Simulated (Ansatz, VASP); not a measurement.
One calculation of Ag4Au3, two programs

The input POSCAR:

```
Ag4Au3
1.0
    2.9351665953      0.0000000000      0.0000000000
   -1.4675832976      2.5419288359      0.0000000000
    0.0000000000      0.0000000000     29.0907151500
Ag Au
4 3
Direct
    0.0000000000      0.0000000000      0.2578142188
    0.0000000000      0.0000000000      0.4192714063
    0.0000000000      0.0000000000      0.5807285937
    0.0000000000      0.0000000000      0.7421857812
    0.6666666700      0.3333333400      0.3385428125
    0.6666666700      0.3333333400      0.5000000000
    0.6666666700      0.3333333400      0.6614571875
```

INCAR.step1

```
ALGO = Normal
DIPOL = 0.5 0.5 0.500
EDIFF = 1E-4
ENCUT = 520
GGA = PE
IDIPOL = 3
ISMEAR = -1
LASPH = True
LCHARG = False
LDIPOL = True
LREAL = False
LWAVE = True
NBANDS = 48
NELM = 100
PREC = Accurate
SIGMA = 0.05
```

The input INCAR.step2:

```
ALGO = Normal
DIPOL = 0.5 0.5 0.500
EDIFF = 1E-7
ENCUT = 520
IDIPOL = 3
ISIF = 2
ISMEAR = -1
ISTART = 1
LASPH = True
LCHARG = False
LDIPOL = True
LMIXTAU = True
LREAL = False
LWAVE = False
METAGGA = R2SCAN
NBANDS = 48
NELM = 100
PREC = Accurate
SIGMA = 0.05
```

File KPOINTS:

```
k-points
0
Gamma
  10 10 1
```

Contents of input.yaml:

```yaml
crystal:
  lattice:
    - [2.9351665953, 0.0, 0.0]
    - [-1.4675832976, 2.5419288359, 0.0]
    - [0.0, 0.0, 29.09071515]
  atoms:
    - { symbol: Ag, position: [0.0, 0.0, 0.2578142188] }
    - { symbol: Au, position: [0.66666667, 0.33333334, 0.3385428125] }
    - { symbol: Ag, position: [0.0, 0.0, 0.4192714063] }
    - { symbol: Au, position: [0.66666667, 0.33333334, 0.5] }
    - { symbol: Ag, position: [0.0, 0.0, 0.5807285937] }
    - { symbol: Au, position: [0.66666667, 0.33333334, 0.6614571875] }
    - { symbol: Ag, position: [0.0, 0.0, 0.7421857812] }
hamiltonian:
  xc: r2scan
  pseudopotentials: { kind: paw }
kpoints:
  mp_grid: { grid: [10, 10, 1] }
  band_path:
    path:
      - [0.0, 0.0, 0.0]
      - [0.5, 0.0, 0.0]
      - [0.3333333333, 0.3333333333, 0.0]
      - [0.0, 0.0, 0.0]
    npoints: 10
scf:
  occupations: { method: fermi_dirac, width: 0.05 }
  n_extra_bands: 17
output:
  forces: true
  eigenvalues: true
  fatbands: false
efield:
  axis: 3
  dipole_correction: true
  ramp_width: 0.04
```

Alike in both runs: functional r2SCAN; k mesh 10 × 10 × 1; occupations fermi-dirac, width 0.05 eV; no spin polarisation.

```csv
,VASP,Ansatz
version,VASP 6.6.1,Ansatz 0.2.0
potentials or method,"VASP PAW PBE potentials, release 64 (Ag, Au)",Ansatz PAW
plane-wave cutoff (eV),520,500
valence electrons in the cell,77,133
task,single point,band structure
```

```csv
,VASP,Ansatz,Ansatz less VASP
gap on the k mesh at the Fermi level (eV),none,none,-
rms of the force components (eV/Å),0.025,0.025,0.0000
```

VASP's potentials were made for PBE, not for r2SCAN. A gap of «none» marks a metal or a gap that the smearing closes. The functional is the same, so the differences come from potentials, cutoffs and numerics. VASP's potentials hold 77 valence electrons a cell and Ansatz's 133, so a difference there can come from the potentials and not from the codes.

Neither program's run includes spin-orbit coupling.
